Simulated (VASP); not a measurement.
# PbSe (Cm) in VASP: single point with PBEsol

Aim: the single point of PbSe with PBEsol.

Everything below comes from runs of VASP 6.6.1. Logs are shortened: lines on timing, memory, paths and dates and some standing lists are left out, and cuts for length are marked.

### Step 1. The cell of the first run

Symmetry: Cm, No. 8, monoclinic system. The conventional cell has a = 6.057 Å, b = 6.303 Å, c = 12.567 Å, α = 90.00°, β = 97.01°, γ = 90.00°. Pb (site symmetry m) has 5 Se at 2.98 to 3.16 Å and 1 Pb at 3.88 Å within 3.9 Å. Within 3.9 Å of Pb (site symmetry m) lie 5 Se at 2.93 to 3.16 Å and 1 Pb at 3.88 Å. Se (site symmetry m) has 5 Pb at 2.98 to 3.16 Å within 3.9 Å. Se (site symmetry m) has 5 Pb at 2.93 to 3.16 Å within 3.9 Å.

### Step 2. Single point, PBEsol (strained and its atoms moved)

Contents of INCAR:

```
PREC = Accurate ; ENCUT = 520
EDIFF = 1E-7 ; ISMEAR = 0
SIGMA = 0.02 ; LREAL = F
LASPH = T ; NELM = 100
ALGO = Normal ; ISIF = 2
LWAVE = F ; LCHARG = F
GGA = PS ; NBANDS = 28
```

Contents of KPOINTS:

```
regular mesh
0
Gamma
  6 6 6
```

Contents of POSCAR:

```
PbSe
1.0
    0.0000000000     12.7288415070      3.7428504247
    3.1513281266      0.1875265200      3.0228024847
    3.1513281266     12.5413149870      0.7200479400
Pb Se
2 2
Direct
    0.1865939215      0.7974957751      0.2025042249
    0.7916005717      0.1811961347      0.8188038653
    0.6728716530      0.3020831521      0.6979168479
    0.3149348539      0.6852259380      0.3147740620
```

Potentials or basis: VASP PAW PBE potentials, release 64 (Pb_d, Se).

Launch:

```console
> cat potpaw_PBE.64/Pb_d/POTCAR potpaw_PBE.64/Se/POTCAR > POTCAR
> mpirun -np 1 vasp_std > vasp.out
```

OUTCAR:

```text
PREC = Accurate
   ENCUT = 520
   EDIFF = 1E-7
   ISMEAR = 0
   LREAL = F
   LASPH = T
   NELM = 100
   ISIF = 2
   GGA = PS

 ion  position               nearest neighbor table
   1  0.187  0.797  0.203-   3 2.98   4 3.03   3 3.09   3 3.16   3 3.16   2 3.88
   2  0.792  0.181  0.819-   4 2.93   3 3.01   4 3.15   4 3.16   4 3.16   1 3.88
   3  0.673  0.302  0.698-   1 2.98   2 3.01   1 3.09   1 3.16   1 3.16
   4  0.315  0.685  0.315-   2 2.93   1 3.03   2 3.15   2 3.16   2 3.16

  LATTYP: Found a base centered monoclinic cell.
 ALAT       =     6.0572274374
 B/A-ratio  =     1.0405183425
 C/A-ratio  =     2.0746411734
 COS(beta)  =    -0.1220229905

  Lattice vectors:

 A1 = (  -3.1513281266,   0.1875265200,   3.0228024847)
 A2 = (   3.1513281266,   0.1875265200,   3.0228024847)
 A3 = (   0.0000000000,  12.3537884670,  -2.3027545447)

Analysis of symmetry for initial positions (statically):
=====================================================================
 Subroutine PRICEL returns:
 Original cell was already a primitive cell.

 Routine SETGRP: Setting up the symmetry group for a
 base centered monoclinic supercell.

 Subroutine GETGRP returns: Found  2 space group operations
 (whereof  2 operations were pure point group operations)
 out of a pool of  4 trial point group operations.

The static configuration has the point symmetry C_1h.

Analysis of symmetry for dynamics (positions and initial velocities):
=====================================================================
 Subroutine PRICEL returns:
 Original cell was already a primitive cell.

 Routine SETGRP: Setting up the symmetry group for a
 base centered monoclinic supercell.

 Subroutine GETGRP returns: Found  2 space group operations
 (whereof  2 operations were pure point group operations)
 out of a pool of  4 trial point group operations.

The dynamic configuration has the point symmetry C_1h.

 Subroutine INISYM returns: Found  2 space group operations
 (whereof  2 operations are pure point group operations),
 and found     1 'primitive' translations

----------------------------------------------------------------------------------------

                                     Primitive cell

  volume of cell :     238.0821

  direct lattice vectors                    reciprocal lattice vectors
     0.000000000 12.728841507  3.742850425    -0.158663262  0.030479964  0.163518523
     3.151328127  0.187526520  3.022802485     0.158663262 -0.049541513  0.168482840
     3.151328127 12.541314987  0.720047940     0.158663262  0.049541513 -0.168482840

  length of vectors
    13.267717792  4.370740214 12.951213055     0.229872500  0.236674586  0.236674586

  position of ions in fractional coordinates (direct lattice)
     0.186593921  0.797495775  0.202504225
     0.791600572  0.181196135  0.818803865
     0.672871653  0.302083152  0.697916848
     0.314934854  0.685225938  0.314774062

  ion indices of the primitive-cell ions
   primitive index   ion index
                 1           1
                 2           2
                 3           3
                 4           4

----------------------------------------------------------------------------------------

 KPOINTS: regular mesh

Automatic generation of k-mesh.
 Grid dimensions read from file:
 generate k-points for:    6    6    6

 Generating k-lattice:

  Cartesian coordinates                     Fractional coordinates (reciprocal lattice)
    -0.026443877  0.005079994  0.027253087     0.166666667  0.000000000  0.000000000
     0.026443877 -0.008256919  0.028080473     0.000000000  0.166666667  0.000000000
     0.026443877  0.008256919 -0.028080473    -0.000000000  0.000000000  0.166666667

  Length of vectors
     0.038312083  0.039445764  0.039445764

  Shift w.r.t. Gamma in fractional coordinates (k-lattice)
     0.000000000  0.000000000  0.000000000

 Subroutine IBZKPT returns following result:
 ===========================================

 Found     68 irreducible k-points:

 Following reciprocal coordinates:
            Coordinates               Weight
  0.000000  0.000000  0.000000      1.000000
  0.166667  0.000000  0.000000      4.000000
  0.333333  0.000000  0.000000      4.000000
  0.500000  0.000000  0.000000      2.000000
  0.000000  0.166667 -0.000000      4.000000
  0.166667  0.166667  0.000000      2.000000
[... 16 lines left out ...]
  0.500000 -0.000000  0.166667      4.000000
 -0.333333 -0.000000  0.166667      4.000000
 [... further k-points ...]
   k-points           NKPTS =     68   k-points in BZ     NKDIM =     68   number of bands    NBANDS=     28
   number of dos      NEDOS =    301   number of ions     NIONS =      4
   total plane-waves  NPLWV = 345600
   dimension x,y,z NGX =   100 NGY =   36 NGZ =   96
   dimension x,y,z NGXF=   200 NGYF=   72 NGZF=  192
   ions per type =               2   2
   NGX,Y,Z   is equivalent  to a cutoff of  12.53, 13.69, 12.32 a.u.
   NGXF,Y,Z  is equivalent  to a cutoff of  25.06, 27.39, 24.65 a.u.
 SYSTEM =  unknown system
   PREC   = accura    normal or accurate (medium, high low for compatibility)
   ISTART =      0    job   : 0-new  1-cont  2-samecut
   ICHARG =      2    charge: 1-file 2-atom 10-const
   ISPIN  =      1    spin polarized calculation?
   LNONCOLLINEAR =      F non collinear calculations
   LSORBIT =      F    spin-orbit coupling
   LASPH  =      T    aspherical Exc in radial PAW
   ENCUT  =  520.0 eV  38.22 Ry    6.18 a.u.  24.67  8.13 24.08*2*pi/ulx,y,z
   NELM   =    100;   NELMIN=  2; NELMDL= -5     # of ELM steps
   EDIFF  = 0.1E-06   stopping-criterion for ELM
   LREAL  =      F    real-space projection
   EDIFFG = 0.1E-05   stopping-criterion for IOM
   NSW    =      0    number of steps for IOM
   IBRION =     -1    ionic relax: 0-MD 1-quasi-New 2-CG
   NFREE  =      0    steps in history (QN), initial steepest desc. (CG)
   ISIF   =      2    stress and relaxation
   ISYM   =      2    0-nonsym 1-usesym 2-fastsym
   POTIM  = 0.5000    time-step for ionic-motion
   TEBEG  =    0.0;   TEEND  =   0.0 temperature during run
   PSTRESS=    0.0 pullay stress
   NELECT =      40.0000    total number of electrons
   NUPDOWN=      -1.0000    fix difference up-down
   EMIN   =  10.00;   EMAX   =-10.00  energy-range for DOS
   EFERMI =   0.00;   METHOD = LEGACY
   ISMEAR =     0;   SIGMA  =   0.02  broadening in eV -4-tet -1-fermi 0-gaus
   EFERMI_NEDOS =   21; number of points for ismear=-14 and -15
   IALGO  =     38    algorithm
   IMIX   =      4    mixing-type and parameters
     AMIX     =   0.40;   BMIX     =  1.00
     AMIX_MAG =   1.60;   BMIX_MAG =  1.00
  volume/ion in A,a.u.               =      59.52       401.66
  Fermi-wavevector in a.u.,A,eV,Ry     =   0.903343  1.707070 11.102736  0.816028
  Thomas-Fermi vector in A             =   2.026657
   LORBIT       =      0    0 simple, 1 ext, 2 COOP (PROOUT), +10 PAW based schemes
   GGA     = PS    functional components
   LHFCALC =     F    Hartree Fock is set to
   AEXX    =    0.0000 exact exchange contribution
   IVDW    =     0    specifies the selected vdW correction
   LEPSILON=     F    determine dielectric tensor
   LRPA    =     F    only Hartree local field effects (RPA)
 non-spin polarized calculation
 Gauss-broadening in eV      SIGMA  =   0.02
  energy-cutoff  :      520.00
  volume of cell :      238.08
 maximum number of plane-waves:      6450
 NGX is ok and might be reduce to   100
   NGX = 49   NGY = 17   NGZ = 49

 number of electron      39.9999998 magnetization

 Free energy of the ion-electron system (eV)
  ---------------------------------------------------
  ext. energy  EPLUGINS =         0.00000000
  ---------------------------------------------------
  free energy    TOTEN  =       -17.09505284 eV

  energy without entropy =      -17.09505284  energy(sigma->0) =      -17.09505284

 E-fermi :   0.0468     XC(G=0):  -5.5490

 val. band max:       -0.0871077820   @ k =   0.0000   0.5000  -0.0000
 cond. band min:       0.7651544274   @ k =   0.0000   0.5000  -0.0000
 fundamental gap:      0.8522622094
 Fermi energy:         0.0468241230

 k-point     1 :       0.0000    0.0000    0.0000
  band No.  band energies     occupation
      1     -16.8262      2.00000
      2     -16.7576      2.00000
      3     -16.7519      2.00000
      4     -16.7319      2.00000
      5     -16.7286      2.00000
      6     -16.7036      2.00000
[... 20 lines left out ...]
     27       5.3236      0.00000
     28       5.4552      0.00000

 k-point     2 :       0.1667    0.0000    0.0000
  band No.  band energies     occupation
      1     -16.8151      2.00000
      2     -16.7581      2.00000
      3     -16.7522      2.00000
      4     -16.7319      2.00000
      5     -16.7236      2.00000
      6     -16.7096      2.00000
[... 20 lines left out ...]
     27       4.6240      0.00000
     28       5.3966      0.00000

 k-point     3 :       0.3333    0.0000    0.0000
  band No.  band energies     occupation
      1     -16.7922      2.00000
      2     -16.7595      2.00000
      3     -16.7535      2.00000
      4     -16.7348      2.00000
      5     -16.7213      2.00000
      6     -16.7123      2.00000
[... 20 lines left out ...]
     27       4.6571      0.00000
     28       6.2407      0.00000

 k-point     4 :       0.5000    0.0000    0.0000
  band No.  band energies     occupation
      1     -16.7806      2.00000
      2     -16.7577      2.00000
      3     -16.7549      2.00000
      4     -16.7397      2.00000
      5     -16.7247      2.00000
      6     -16.7122      2.00000
[... 20 lines left out ...]
     27       5.6258      0.00000
     28       5.7673      0.00000

 k-point     5 :       0.0000    0.1667   -0.0000
  band No.  band energies     occupation
      1     -16.8151      2.00000
      2     -16.7581      2.00000
      3     -16.7522      2.00000
      4     -16.7319      2.00000
      5     -16.7236      2.00000
      6     -16.7096      2.00000
[... 20 lines left out ...]
     27       4.6285      0.00000
     28       5.3970      0.00000

 k-point     6 :       0.1667    0.1667    0.0000
  band No.  band energies     occupation
      1     -16.8048      2.00000
      2     -16.7563      2.00000
      3     -16.7547      2.00000
      4     -16.7338      2.00000
      5     -16.7197      2.00000
      6     -16.7109      2.00000
[... 463 lines left out ...]
      5     -16.7286      2.00000
      6     -16.7036      2.00000
[... 20 lines left out ...]
     27       5.3168      0.00000
     28       5.4546      0.00000

 k-point    22 :       0.3333    0.0000    0.1667
  band No.  band energies     occupation
      1     -16.8151      2.00000
      2     -16.7581      2.00000
      3     -16.7522      2.00000
      4     -16.7319      2.00000
      5     -16.7236      2.00000
      6     -16.7096      2.00000
[... 20 lines left out ...]
     27       4.6186      0.00000
     28       5.3946      0.00000

 k-point    23 :       0.5000   -0.0000    0.1667
  band No.  band energies     occupation
      1     -16.7922      2.00000
      2     -16.7595      2.00000
      3     -16.7535      2.00000
      4     -16.7349      2.00000
      5     -16.7213      2.00000
      6     -16.7123      2.00000
[... 20 lines left out ...]
     27       4.8105      0.00000
     28       5.9819      0.00000

 k-point    24 :      -0.3333   -0.0000    0.1667
  band No.  band energies     occupation
      1     -16.7806      2.00000
      2     -16.7577      2.00000
      3     -16.7549      2.00000
      4     -16.7397      2.00000
      5     -16.7247      2.00000
      6     -16.7122      2.00000
[... 20 lines left out ...]
     27       5.6098      0.00000
     28       5.8869      0.00000

 [... further k-points ...]
[... 5 lines left out ...]
  --------------------------------------------------------------------------------------
  -------------------------------------------------------------------------------------
  Total       -3.4560589     -3.2560651      0.1122334      0.0000000     -1.2698142     -0.0000000
  in kB      -23.2575992    -21.9117385      0.7552761      0.0000000     -8.5452336     -0.0000000
  external PRESSURE =     -14.8046872 kB  Pullay stress =       0.0000000 kB

 VOLUME and BASIS-vectors are now :
 -----------------------------------------------------------------------------
  energy-cutoff  :      520.00
  volume of cell :      238.08
      direct lattice vectors                 reciprocal lattice vectors
     0.000000000 12.728841507  3.742850425    -0.158663262  0.030479964  0.163518523
     3.151328127  0.187526520  3.022802485     0.158663262 -0.049541513  0.168482840
     3.151328127 12.541314987  0.720047940     0.158663262  0.049541513 -0.168482840

 POSITION                                       TOTAL-FORCE (eV/Angst)
 -----------------------------------------------------------------------------------
      3.15133      5.06435      3.25488         0.000000      0.488667      0.114642
      3.15133     20.37901      4.10014         0.000000     -0.447710     -0.069263
      3.15133     17.37432      3.93413         0.000000      0.551272      0.293962
      3.15133      8.08493      3.47671         0.000000     -0.592229     -0.339341
 -----------------------------------------------------------------------------------
    total drift:                               -0.000014     -0.000135      0.000258

  FREE ENERGIE OF THE ION-ELECTRON SYSTEM (eV)
  ---------------------------------------------------
  free  energy   TOTEN  =       -17.0950528403 eV

  energy  without entropy=      -17.0950528403  energy(sigma->0) =      -17.09505284
```

Wall time 12 min (1 thread of Intel Xeon 6975P-C (Granite Rapids), shared host); peak memory 0.94 GiB.

What came out:

```
Free energy            : -17.0951 eV
Pressure               : -1.5 GPa
Largest force          : 0.683 eV/Å
Band gap on the k mesh : 0.85 eV
```

Forces on the atoms (eV/Å):
```
Pb   0.000  0.489  0.115
Pb   0.000 -0.448 -0.069
Se   0.000  0.551  0.294
Se   0.000 -0.592 -0.339
```

Stress tensor (GPa, compression positive):
```
-2.33  0.00  0.00
 0.00 -2.19 -0.85
 0.00 -0.85  0.08
```

Caveat: the cell differs from its parent crystal (strained and its atoms moved); the PAW data sets were made with another functional, which shifts forces and pressure a little; spin-orbit coupling is left out, which moves the levels of the heavy elements. A k mesh can miss the band edges.
